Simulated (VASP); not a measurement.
**GaSb2: single point with PBE**

GaSb2:

```
CELL_PARAMETERS angstrom
3.44502 0.00000 0.00000
-1.72251 2.98348 0.00000
0.00000 0.00000 13.39973
ATOMIC_POSITIONS crystal
Ga 0.33333 0.66667 0.25000
Ga 0.66667 0.33333 0.75000
Sb 0.33333 0.66667 0.62750
Sb 0.66667 0.33333 0.12750
Sb 0.33333 0.66667 0.87250
Sb 0.66667 0.33333 0.37250
```

```yaml
Program: VASP 6.6.1
Task: single point
Functional: PBE
Potentials_or_basis: VASP PAW PBE potentials, release 64 (Ga_d, Sb)
Cutoff: 500 eV
k_mesh: 6 × 6 × 2
Occupations: gaussian, width 0.1 eV
Spin: no spin polarisation
Dipole_correction: no
Further_INCAR_settings: ALGO = Normal; EDIFF = 1e-06; NBANDS = 32
```

The pressure is 20.9 GPa and the largest force is 2.735 eV/Å. The band gap on the k mesh is zero (bands 23 and 24 overlap by 6.38 eV).

Forces in eV/Å, atoms in the order of the input:
```
Ga   0.000  0.000  0.000
Ga   0.000  0.000  0.000
Sb   0.000  0.000 -2.735
Sb   0.000  0.000 -2.735
Sb   0.000  0.000  2.735
Sb   0.000  0.000  2.735
```

Stress tensor (GPa, compression positive):
```
21.10  0.00  0.00
 0.00 21.10  0.00
 0.00  0.00 20.39
```

Levels at points of the mesh, in eV from the Fermi level:
```
           k point  band 21  band 22  band 23  band 24  band 25  band 26
(0.00, 0.00, 0.00)     1.81     1.81     3.68     3.68     3.75     3.95
(0.50, 0.00, 0.00)    -1.38    -1.22    -0.29    -0.06     0.74     1.13
(0.00, 0.00, 0.50)     1.75     1.75     3.82     3.82     3.82     3.82
(0.50, 0.00, 0.50)    -1.30    -1.30    -0.37    -0.37     1.30     1.30
```

It took 2.1 min on 1 thread of Intel Xeon 8259CL, on a shared host, peak memory 0.24 GiB.

Caveat: the cell stands under pressure; spin-orbit coupling is left out, which moves the levels of the heavy elements; forces of over 1 eV/Å act on the atoms, so gaps and moduli don't describe the material at rest.
